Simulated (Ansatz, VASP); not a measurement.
## One calculation of Nb, two programs

```
Nb
1.0
    -1.66395    1.66395    1.66395
     1.66395   -1.66395    1.66395
     1.66395    1.66395   -1.66395
Nb
1
Direct
  0.00000 0.00000 0.00000
```

Alike in both runs: task single point; functional PBE; k mesh 11 × 11 × 11; occupations gaussian, width 0.013 eV; no spin polarisation.

|  | VASP | Ansatz |
| --- | --- | --- |
| version | VASP 6.6.1 | Ansatz 0.2.0 |
| potentials or method | VASP PAW PBE potentials, release 64 (Nb_sv), cutoff 500 eV | all-electron LAPW, scalar-relativistic |

|  | VASP | Ansatz | Ansatz less VASP |
| --- | --- | --- | --- |
| gap on the k mesh at the Fermi level (eV) | none | none | - |
| pressure (GPa) | -2.1 | -1.8 | +0.37 |

A gap of «none» marks a metal or a gap that the smearing closes. Ansatz ran all-electron here, and VASP with PAW potentials.
